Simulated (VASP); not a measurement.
LiH2:

```
Li H
1.0
     0.00000    3.14009    3.97008
     2.61011    0.00000    3.97008
     2.61011    3.14009    0.00000
Li H
2 4
Direct
  0.50000 0.50000 0.50000
  0.75000 0.75000 0.75000
  0.62500 0.12500 0.12500
  0.12500 0.12500 0.12500
  0.12500 0.12500 0.62500
  0.12500 0.62500 0.12500
```

* Program: VASP 6.6.1
* Task: relaxation of cell and atoms
* Functional: PBE
* Potentials or basis: VASP PAW PBE potentials, release 64 (Li_sv, H)
* Cutoff: 600 eV
* k mesh: 6 × 6 × 6
* Occupations: gaussian, width 0.1 eV
* Spin: no spin polarisation

At the start: pressure -8.8 GPa; volume 10.85 Å³/atom.

Task: How do energy, volume and symmetry change on relaxing?

Result: Over 12 steps the energy falls by 460.0 meV/atom and the volume is 6.77 Å³/atom (-37.6 %); space group Fddd (No. 70, to 0.05 Å).

The path:
```
step  energy change (eV)  largest force (eV/Å)  pressure (GPa)  volume (Å³)
   1              0.0000                0.0000           -8.80        65.08
   2             -0.5802                0.0000           -8.58        59.56
   3             -2.1189                0.0000           -3.99        44.17
   4              1.7010                0.0000          101.18        19.41
   5             -2.4730                0.0000            1.57        38.32
   6             -2.5207                0.0000            7.07        34.89
   7             -2.5242                0.0000            6.07        35.42
   8             -2.6709                0.0000            4.48        36.67
   9             -2.7357                0.0000            2.86        38.26
  10             -2.7361                0.0000            2.93        38.18
  11             -2.7576                0.0000            0.87        39.81
  12             -2.7598                0.0000           -0.03        40.61
```

Final structure:
```
Li H
1.0
     0.00000    2.19769    4.77989
     1.93291    0.00000    4.77989
     1.93291    2.19769    0.00000
Li H
2 4
Direct
  0.50000 0.50000 0.50000
  0.75000 0.75000 0.75000
  0.62500 0.12500 0.12500
  0.12500 0.12500 0.12500
  0.12500 0.12500 0.62500
  0.12500 0.62500 0.12500
```

Caveat: the cutoff is under 1.25 times the usual one of these potentials, so pressure, stress and relaxed cells hold a basis-set (Pulay) error; the volume moved by over 15 % at a fixed basis, so the end points are rough.
